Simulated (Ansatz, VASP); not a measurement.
## GaP: VASP beside Ansatz

```
Ga P
1.0
     0.00000    2.72525    2.72525
     2.72525    0.00000    2.72525
     2.72525    2.72525    0.00000
Ga P
1 1
Cartesian
  0.0000 0.0000 0.0000
  4.0879 4.0879 4.0879
```

Alike in both runs: task single point; functional PBE-based global hybrid with a share of 0.5 of exact exchange; k mesh 4 × 4 × 4; occupations gaussian, width 0.05 eV; no spin polarisation.

|  | VASP | Ansatz |
| --- | --- | --- |
| version | VASP 6.6.1 | Ansatz 0.2.0 |
| potentials or method | VASP PAW PBE potentials, release 64 (Ga_d, P), cutoff 520 eV | scalar-relativistic, plane waves, PAW |
| valence electrons in the cell | 18 | 18 |

Ansatz gave:

- gap on the k mesh at the Fermi level (eV): 4.42
- least direct gap on the mesh (eV): 5.35
- pressure (GPa): -0.9

Problem. Which values does VASP return?

Solution. gap on the k mesh at the Fermi level (eV): 4.51; least direct gap on the mesh (eV): 5.43; pressure (GPa): -1.4.

VASP's potentials were made for PBE, not for PBE-based global hybrid. Ansatz's warnings: stress exchange threshold loose, stress scf threshold loose.

The k mesh is coarse, so the values compare programs but aren't converged.
